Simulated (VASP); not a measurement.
# Mg5Zn3O8 (P1) in VASP: single point with PBEsol

Aim: the single point of Mg5Zn3O8 with PBEsol.

Everything below comes from runs of VASP 6.6.1. Logs are shortened: lines on timing, memory, paths and dates and some standing lists are left out, and cuts for length are marked.

### 1 The cell of the first run

The typed cell holds 64 atoms: a = 8.468 Å, b = 8.468 Å, c = 8.468 Å, α = 90.00°, β = 90.00°, γ = 90.00°.

### 2 Single point, PBEsol

INCAR reads:

```
PREC     = Accurate       # precision mode
ENCUT    = 520            # plane-wave cutoff, eV
EDIFF    = 1E-7           # SCF threshold, eV
ISMEAR   = -1             # smearing method
SIGMA    = 0.05           # smearing width, eV
LREAL    = Auto         
LASPH    = T              # aspherical terms in the spheres
NELM     = 80             # most SCF steps
ALGO     = Normal         # electronic algorithm
ISIF     = 2              # what is computed and relaxed
LWAVE    = F              # write WAVECAR
LCHARG   = T              # write CHGCAR
GGA      = PS             # functional
LELF     = T              # ELF
LVHAR    = T            
ISYM     = 0            
NBANDS   = 226            # bands
```

KPOINTS reads:

```
Automatic mesh
0
Gamma
  1 1 1
  0.25 0.25 0.25
```

POSCAR reads:

```
Mg5Zn3O8
1.0
    8.4680583386      0.0000000000      0.0000000000
    0.0000000000      8.4680583386      0.0000000000
    0.0000000000      0.0000000000      8.4680583386
O Zn Mg
32 12 20
Direct
    0.2497350000      0.9998350000      0.0003030000
    0.2499230000      0.0024510000      0.5003740000
    0.2497730000      0.5027350000      0.9997290000
    0.2472240000      0.4974080000      0.5001550000
    0.7497260000      0.0020350000      0.0015630000
    0.7495660000      0.0029250000      0.4976580000
    0.7494280000      0.4968920000      0.9969950000
    0.7515130000      0.4974750000      0.5016850000
    0.9971980000      0.2523410000      0.0000670000
    0.9997040000      0.2496940000      0.5000530000
    0.0019880000      0.7482340000      0.0000430000
    0.9996150000      0.7504220000      0.4998540000
    0.5020410000      0.2521770000      0.0022210000
    0.4995850000      0.2473630000      0.4974740000
    0.4972600000      0.7479840000      0.9998900000
    0.4998910000      0.7524370000      0.4998450000
    0.9972580000      0.9995580000      0.2527520000
    0.9995260000      0.9997670000      0.7476870000
    0.0023040000      0.5002830000      0.2497900000
    0.9996810000      0.5006580000      0.7499780000
    0.5022720000      0.9996720000      0.2526830000
    0.4998110000      0.9982090000      0.7481190000
    0.4971910000      0.4999430000      0.2474210000
    0.4998130000      0.5031050000      0.7521300000
    0.2499080000      0.2524570000      0.2526770000
    0.2477810000      0.2523290000      0.7481790000
    0.2497180000      0.7479440000      0.2474630000
    0.2498040000      0.7481740000      0.7523530000
    0.7496760000      0.2468540000      0.2495380000
    0.7521420000      0.2526300000      0.7498390000
    0.7496580000      0.7515560000      0.2493180000
    0.7495860000      0.7481720000      0.7499750000
    0.9994930000      0.0002470000      0.0003790000
    0.4997160000      0.0001960000      0.0005360000
    0.4994550000      0.5000030000      0.4995710000
    0.2496330000      0.2515330000      0.0001420000
    0.2493590000      0.7499920000      0.5001740000
    0.7492290000      0.7495910000      0.9995990000
    0.7497740000      0.7504990000      0.4994500000
    0.2499300000      0.0001780000      0.2508640000
    0.2498440000      0.0003900000      0.7500310000
    0.7496730000      0.0002930000      0.7491490000
    0.7499950000      0.4988450000      0.2490970000
    0.5001870000      0.2506960000      0.7498040000
    0.9998300000      0.9998970000      0.5002760000
    0.9992660000      0.5003710000      0.9998280000
    0.9992640000      0.5004200000      0.4998290000
    0.4995500000      0.9998050000      0.5006530000
    0.4998680000      0.4999140000      0.9998600000
    0.2503280000      0.2498580000      0.5005800000
    0.2499010000      0.7517250000      0.9999280000
    0.7490890000      0.2490280000      0.9992060000
    0.7490470000      0.2501240000      0.5000370000
    0.2498770000      0.5002170000      0.2501590000
    0.2502520000      0.5004130000      0.7496850000
    0.7495000000      0.9992120000      0.2493760000
    0.7492730000      0.5006450000      0.7493530000
    0.0000030000      0.2493350000      0.2495610000
    0.9999980000      0.2493050000      0.7505200000
    0.9995760000      0.7504250000      0.2495830000
    0.9994100000      0.7512270000      0.7502580000
    0.4994380000      0.2497150000      0.2497030000
    0.4999680000      0.7498920000      0.2502800000
    0.5000120000      0.7510110000      0.7497850000
```

Potentials or basis: VASP PAW PBE potentials, release 64 (O, Zn, Mg).

Run with:

```
cat potpaw_PBE.64/O/POTCAR potpaw_PBE.64/Zn/POTCAR potpaw_PBE.64/Mg/POTCAR > POTCAR
mpirun -np 1 vasp_std > vasp.out
```

OUTCAR:

```text
PREC = Accurate
   ENCUT = 520
   EDIFF = 1E-7
   ISMEAR = -1
   LREAL = Auto
   LASPH = T
   NELM = 80
   ISIF = 2
   GGA = PS
   ISYM = 0

 ion  position               nearest neighbor table
   1  0.250  1.000  0.000-  51 2.10  34 2.12  33 2.12  41 2.12  40 2.12  36 2.13
   2  0.250  0.002  0.500-  50 2.10  40 2.11  48 2.11  41 2.11  45 2.12  37 2.14
   3  0.250  0.503  1.000-  51 2.11  55 2.12  49 2.12  54 2.12  46 2.12  36 2.13
   4  0.247  0.497  0.500-  50 2.10  47 2.10  55 2.11  54 2.12  35 2.14  37 2.14
   5  0.750  0.002  0.002-  52 2.09  56 2.10  33 2.12  34 2.12  42 2.14  38 2.14
   6  0.750  0.003  0.498-  53 2.09  56 2.10  48 2.12  45 2.12  42 2.13  39 2.14
[... 73 lines left out ...]
                            63 2.99  60 2.99  33 2.99  38 2.99  52 2.99  62 3.00  58 3.00  48 3.00
  57  0.749  0.501  0.749-  32 2.10   7 2.10   8 2.10  30 2.10  24 2.11  20 2.12  44 2.99  38 2.99
                            47 2.99  35 2.99  64 2.99  39 2.99  53 2.99  49 2.99  46 3.00  61 3.00
  58  0.000  0.249  0.250-   9 2.11  17 2.12  25 2.12  29 2.12  10 2.12  19 2.13  33 2.98  36 2.99
                            40 2.99  43 2.99  45 2.99  56 3.00  54 3.00  46 3.00  52 3.00  50 3.00
  59  1.000  0.249  0.751-  26 2.10  30 2.10  18 2.11   9 2.11  10 2.12  20 2.13  41 2.99  33 2.99
                            36 2.99  42 2.99  52 2.99  45 2.99  50 3.00  46 3.00  55 3.00  53 3.00
  60  1.000  0.750  0.250-  17 2.11  11 2.11  31 2.12  19 2.12  27 2.12  12 2.12  56 2.99  33 2.99
                            39 2.99  46 2.99  51 2.99  40 2.99  45 2.99  47 3.00  38 3.00  37 3.00
  61  0.999  0.751  0.750-  18 2.10  11 2.12  32 2.12  12 2.12  28 2.12  20 2.12  45 2.99  42 2.99
                            33 2.99  38 2.99  41 2.99  37 2.99  51 2.99  46 3.00  39 3.00  57 3.00
  62  0.499  0.250  0.250-  13 2.10  14 2.10  25 2.11  21 2.12  23 2.12  29 2.12  34 2.99  40 2.99
                            36 2.99  43 2.99  53 2.99  50 2.99  49 2.99  54 2.99  52 2.99  35 2.99
  63  0.500  0.750  0.250-  16 2.11  31 2.11  21 2.12  23 2.12  27 2.12  15 2.12  56 2.99  39 2.99
                            35 2.99  54 2.99  38 2.99  34 2.99  48 3.00  40 3.00  49 3.00  51 3.00
  64  0.500  0.751  0.750-  22 2.09  24 2.10  32 2.11  16 2.12  15 2.12  28 2.12  48 2.98  42 2.99
                            38 2.99  41 2.99  57 2.99  34 2.99  39 2.99  51 3.00  37 3.00  55 3.00

IMPORTANT INFORMATION: All symmetrisations will be switched off!
NOSYMM: (Re-)initialisation of all symmetry stuff for point group C_1.

----------------------------------------------------------------------------------------

                                     Primitive cell

  volume of cell :     607.2276

  direct lattice vectors                    reciprocal lattice vectors
     8.468058339  0.000000000  0.000000000     0.118090826  0.000000000  0.000000000
     0.000000000  8.468058339  0.000000000     0.000000000  0.118090826  0.000000000
     0.000000000  0.000000000  8.468058339     0.000000000  0.000000000  0.118090826

  length of vectors
     8.468058339  8.468058339  8.468058339     0.118090826  0.118090826  0.118090826

  position of ions in fractional coordinates (direct lattice)
     0.249735000  0.999835000  0.000303000
     0.249923000  0.002451000  0.500374000
     0.249773000  0.502735000  0.999729000
     0.247224000  0.497408000  0.500155000
     0.749726000  0.002035000  0.001563000
     0.749566000  0.002925000  0.497658000
[... 56 lines left out ...]
     0.499968000  0.749892000  0.250280000
     0.500012000  0.751011000  0.749785000

  ion indices of the primitive-cell ions
   primitive index   ion index
                 1           1
                 2           2
                 3           3
                 4           4
                 5           5
                 6           6
[... 56 lines left out ...]
                63          63
                64          64

----------------------------------------------------------------------------------------

 KPOINTS: Automatic mesh

Automatic generation of k-mesh.
 Grid dimensions read from file:
 generate k-points for:    1    1    1

 Generating k-lattice:

  Cartesian coordinates                     Fractional coordinates (reciprocal lattice)
     0.118090826  0.000000000  0.000000000     1.000000000  0.000000000  0.000000000
     0.000000000  0.118090826  0.000000000     0.000000000  1.000000000  0.000000000
     0.000000000  0.000000000  0.118090826     0.000000000  0.000000000  1.000000000

  Length of vectors
     0.118090826  0.118090826  0.118090826

  Shift w.r.t. Gamma in fractional coordinates (k-lattice)
     0.250000000  0.250000000  0.250000000

 Subroutine IBZKPT returns following result:
 ===========================================

 Found      4 irreducible k-points:

 Following reciprocal coordinates:
            Coordinates               Weight
  0.250000  0.250000  0.250000      2.000000
 -0.250000  0.250000  0.250000      2.000000
 -0.250000 -0.250000  0.250000      2.000000
  0.250000 -0.250000  0.250000      2.000000
   k-points           NKPTS =      4   k-points in BZ     NKDIM =      4   number of bands    NBANDS=    226
   number of dos      NEDOS =    301   number of ions     NIONS =     64
   total plane-waves  NPLWV = 262144
   dimension x,y,z NGX =    64 NGY =   64 NGZ =   64
   dimension x,y,z NGXF=   128 NGYF=  128 NGZF=  128
   ions per type =              32  12  20
   NGX,Y,Z   is equivalent  to a cutoff of  12.56, 12.56, 12.56 a.u.
   NGXF,Y,Z  is equivalent  to a cutoff of  25.13, 25.13, 25.13 a.u.
 SYSTEM =  unknown system
   PREC   = accura    normal or accurate (medium, high low for compatibility)
   ISTART =      0    job   : 0-new  1-cont  2-samecut
   ICHARG =      2    charge: 1-file 2-atom 10-const
   ISPIN  =      1    spin polarized calculation?
   LNONCOLLINEAR =      F non collinear calculations
   LSORBIT =      F    spin-orbit coupling
   LASPH  =      T    aspherical Exc in radial PAW
   ENCUT  =  520.0 eV  38.22 Ry    6.18 a.u.  15.74 15.74 15.74*2*pi/ulx,y,z
   NELM   =     80;   NELMIN=  2; NELMDL= -5     # of ELM steps
   EDIFF  = 0.1E-06   stopping-criterion for ELM
   LREAL  =      T    real-space projection
   EDIFFG = 0.1E-05   stopping-criterion for IOM
   NSW    =      0    number of steps for IOM
   IBRION =     -1    ionic relax: 0-MD 1-quasi-New 2-CG
   NFREE  =      0    steps in history (QN), initial steepest desc. (CG)
   ISIF   =      2    stress and relaxation
   ISYM   =      0    0-nonsym 1-usesym 2-fastsym
   POTIM  = 0.5000    time-step for ionic-motion
   TEBEG  =    0.0;   TEEND  =   0.0 temperature during run
   PSTRESS=    0.0 pullay stress
   NELECT =     376.0000    total number of electrons
   NUPDOWN=      -1.0000    fix difference up-down
   EMIN   =  10.00;   EMAX   =-10.00  energy-range for DOS
   EFERMI =   0.00;   METHOD = LEGACY
   ISMEAR =    -1;   SIGMA  =   0.05  broadening in eV -4-tet -1-fermi 0-gaus
   EFERMI_NEDOS =   21; number of points for ismear=-14 and -15
   IALGO  =     38    algorithm
   IMIX   =      4    mixing-type and parameters
     AMIX     =   0.40;   BMIX     =  1.00
     AMIX_MAG =   1.60;   BMIX_MAG =  1.00
  volume/ion in A,a.u.               =       9.49        64.03
  Fermi-wavevector in a.u.,A,eV,Ry     =   1.395362  2.636852 26.491027  1.947036
  Thomas-Fermi vector in A             =   2.518821
   LORBIT       =      0    0 simple, 1 ext, 2 COOP (PROOUT), +10 PAW based schemes
   GGA     = PS    functional components
   LHFCALC =     F    Hartree Fock is set to
   AEXX    =    0.0000 exact exchange contribution
   IVDW    =     0    specifies the selected vdW correction
   LEPSILON=     F    determine dielectric tensor
   LRPA    =     F    only Hartree local field effects (RPA)
 non-spin polarized calculation
  energy-cutoff  :      520.00
  volume of cell :      607.23
 maximum number of plane-waves:     16317
 NGX is ok and might be reduce to    64
   NGX = 31   NGY = 31   NGZ = 31

 number of electron     376.0000264 magnetization

 Free energy of the ion-electron system (eV)
  ---------------------------------------------------
  ext. energy  EPLUGINS =         0.00000000
  ---------------------------------------------------
  free energy    TOTEN  =      -364.41959237 eV

  energy without entropy =     -364.41959237  energy(sigma->0) =     -364.41959237

 E-fermi :   4.3777     XC(G=0): -11.7956

 val. band max:        3.1045739144   @ k =  -0.2500   0.2500   0.2500
 cond. band min:       6.8176567090   @ k =  -0.2500  -0.2500   0.2500
 fundamental gap:      3.7130827946
 Fermi energy:         4.3777150657

 k-point     1 :       0.2500    0.2500    0.2500
  band No.  band energies     occupation
      1     -14.6937      2.00000
      2     -14.3357      2.00000
      3     -14.2986      2.00000
      4     -14.2179      2.00000
      5     -14.0008      2.00000
      6     -13.9553      2.00000
[... 801 lines left out ...]
    199      10.0336      0.00000
    200      10.1720      0.00000
 [bands above 200 left out]

------------------------ aborting loop because EDIFF is reached ----------------------------------------

  FORCE on cell =-STRESS in cart. coord.  units (eV):
  Direction    XX          YY          ZZ          XY          YZ          ZX
  --------------------------------------------------------------------------------------
  -------------------------------------------------------------------------------------
  Total        0.3274070      0.4172775      0.4510931      0.0159707     -0.2893258     -0.3117357
  in kB        0.8638672      1.1009917      1.1902144      0.0421388     -0.7633896     -0.8225183
  external PRESSURE =       1.0516911 kB  Pullay stress =       0.0000000 kB

 VOLUME and BASIS-vectors are now :
 -----------------------------------------------------------------------------
  energy-cutoff  :      520.00
  volume of cell :      607.23
      direct lattice vectors                 reciprocal lattice vectors
     8.468058339  0.000000000  0.000000000     0.118090826  0.000000000  0.000000000
     0.000000000  8.468058339  0.000000000     0.000000000  0.118090826  0.000000000
     0.000000000  0.000000000  8.468058339     0.000000000  0.000000000  0.118090826

 POSITION                                       TOTAL-FORCE (eV/Angst)
 -----------------------------------------------------------------------------------
      2.11477      8.46666      0.00257        -0.002110     -0.050515      0.002956
      2.11636      0.02076      4.23720        -0.009307      0.040214     -0.004165
      2.11509      4.25719      8.46576        -0.003128      0.054002     -0.010114
      2.09351      4.21208      4.23534        -0.027216     -0.033389      0.013121
      6.34872      0.01723      0.01324        -0.014652      0.032042      0.028224
      6.34737      0.02477      4.21420        -0.002859      0.037468     -0.051862
[... 56 lines left out ...]
      4.23376      6.35013      2.11939        -0.001136     -0.006478     -0.008600
      4.23413      6.35960      6.34922        -0.001102     -0.001530      0.003715
 -----------------------------------------------------------------------------------
    total drift:                                0.024175     -0.016625      0.001365

  FREE ENERGIE OF THE ION-ELECTRON SYSTEM (eV)
  ---------------------------------------------------
  free  energy   TOTEN  =      -364.4195923733 eV

  energy  without entropy=     -364.4195923733  energy(sigma->0) =     -364.41959237
```

It took 24 min on 1 thread of Intel Xeon Platinum 8259CL at 2.50GHz (Skylake/Cascade Lake), shared host; peak memory 0.78 GiB.

Results:

| Property | Result |
| --- | --- |
| Free energy | -364.4196 eV |
| Pressure | 0.1 GPa |
| Largest force | 0.101 eV/Å |
| Band gap on the k mesh | 3.71 eV |

Forces in eV/Å, atoms in the order of the input:
```
O   -0.002 -0.051  0.003
O   -0.009  0.040 -0.004
O   -0.003  0.054 -0.010
O   -0.027 -0.033  0.013
O   -0.015  0.032  0.028
O   -0.003  0.037 -0.052
O    0.005 -0.026 -0.036
O    0.043 -0.049  0.051
O   -0.056  0.044  0.006
O   -0.006  0.001 -0.007
O    0.056 -0.051 -0.005
O    0.003  0.003  0.004
O    0.032  0.037  0.036
O    0.014 -0.044 -0.040
O   -0.046 -0.036  0.019
O   -0.028  0.048 -0.001
O   -0.047 -0.008  0.047
O    0.003 -0.004 -0.047
O    0.044  0.008  0.004
O    0.003  0.013 -0.015
O    0.037 -0.030  0.049
O    0.011 -0.050 -0.046
O   -0.030  0.031 -0.032
O   -0.014  0.054  0.035
O   -0.010  0.040  0.031
O   -0.035  0.076 -0.056
O    0.017 -0.042 -0.038
O    0.000 -0.057  0.057
O   -0.008 -0.027  0.003
O    0.031  0.044 -0.010
O   -0.008  0.059 -0.002
O    0.001 -0.050  0.000
Zn   0.005  0.000  0.002
Zn   0.000 -0.008 -0.007
Zn   0.001 -0.004  0.005
Zn  -0.002  0.004  0.009
Zn   0.005 -0.015 -0.008
Zn   0.010 -0.007  0.000
Zn   0.008 -0.012  0.008
Zn   0.000  0.002 -0.018
Zn  -0.002 -0.004  0.011
Zn   0.004  0.013  0.014
Zn   0.003 -0.008  0.007
Zn  -0.013 -0.006  0.012
Mg   0.004 -0.003 -0.010
Mg   0.012 -0.006  0.002
Mg   0.003 -0.007 -0.003
Mg  -0.002  0.004 -0.004
Mg  -0.002  0.007 -0.004
Mg  -0.016  0.003 -0.008
Mg  -0.007  0.002  0.003
Mg   0.019  0.008  0.002
Mg   0.017  0.001 -0.010
Mg  -0.002  0.002 -0.003
Mg  -0.010 -0.012  0.012
Mg   0.010  0.013 -0.001
Mg   0.001 -0.014  0.001
Mg   0.006  0.009  0.002
Mg   0.005  0.011  0.004
Mg  -0.005 -0.010  0.007
Mg  -0.001 -0.013  0.003
Mg  -0.003 -0.005 -0.009
Mg  -0.001 -0.006 -0.009
Mg  -0.001 -0.002  0.004
```

Caveat: the PAW data sets were made with another functional, which shifts forces and pressure a little; a shifted mesh leaves out Γ, where band edges can lie.
